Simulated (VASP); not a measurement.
MgO:

```
CELL_PARAMETERS angstrom
3.28822 0.00000 0.00000
-1.64411 2.84768 0.00000
0.00000 0.00000 5.03437
ATOMIC_POSITIONS crystal
Mg 0.33333 0.66667 0.99016
Mg 0.66667 0.33333 0.49016
O 0.33333 0.66667 0.38484
O 0.66667 0.33333 0.88484
```

Base run:

```yaml
Program: VASP 6.6.1
Functional: r2SCAN
Potentials_or_basis: VASP PAW PBE potentials, release 64 (Mg, O)
Cutoff: 520 eV
k_mesh: 6 × 6 × 4
Occupations: gaussian, width 0.01 eV
Spin: no spin polarisation
```

Its results: band gap on the k mesh 4.21 eV, direct; pressure -0.6 GPa.

Question: The run is repeated on the same cell with these changes: functional from r2SCAN to PBE. What comes out?

Answer: Band gap on the k mesh 3.54 eV, direct; pressure 3.5 GPa.

r2SCAN gives the wider gap, since meta-GGAs in the generalised Kohn-Sham scheme recover part of the derivative discontinuity.

Caveats: the PAW data sets were made with another functional, which shifts forces and pressure a little (some runs).

